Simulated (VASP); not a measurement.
Runs of VASP 6.6.1 on BN. The structure is that of space group F-43m (No. 216), or close to it. The cells are those of the table. 

```csv
cell,gap on the mesh (eV),pressure (GPa),largest force (eV/Å)
"a = 2.519, b = 2.563 Å, angles 59.4, 61.2, 59.4°, 2 atoms",3.85,(a),-
"a = 2.542, b = 2.564, c = 2.445 Å, angles 60.9, 61.9, 62.2°, 2 atoms",4.02,9.7,0.18
"a = 2.587, b = 2.564, c = 2.490 Å, angles 61.6, 60.6, 62.8°, 2 atoms",3.90,-3.7,0.06
"a = 2.564, b = 2.564, c = 2.467 Å, angles 61.2, 61.2, 62.5°, 2 atoms",3.98,2.8,0.12
"a = 2.563 Å, angles 60.0°, 2 atoms",4.45,(b),-
"a = 2.608, b = 2.563 Å, angles 60.6, 58.9, 60.6°, 2 atoms",4.11,-11.9,-
"a = 2.520, b = 2.564, c = 2.423 Å, angles 60.6, 62.5, 61.9°, 2 atoms",3.76,17.3,0.25
"a = 2.541, b = 2.563 Å, angles 59.7, 60.6, 59.7°, 2 atoms",4.15,7.0,-
"a = 2.632, b = 2.564, c = 2.535 Å, angles 62.2, 59.5, 63.3°, 2 atoms",3.66,-15.0,0.05
"a = 2.586, b = 2.563 Å, angles 60.3, 59.4, 60.3°, 2 atoms",4.28,-6.1,-
"a = 2.609, b = 2.564, c = 2.512 Å, angles 61.9, 60.0, 63.0°, 2 atoms",3.79,-9.6,-
"a = 2.631, b = 2.563 Å, angles 60.9, 58.3, 60.9°, 2 atoms",3.96,-17.2,-
```

Alike in all rows: task single point; level PBE; potentials or basis VASP PAW PBE potentials, release 64 (B, N); no spin polarisation; k mesh 12 × 12 × 12; cutoff (eV) 520; smearing gaussian 0.05 eV.

Question: Estimate the missing entries.

Answer: (a) 14.4; (b) 0.2.

A k mesh can miss the band edges.
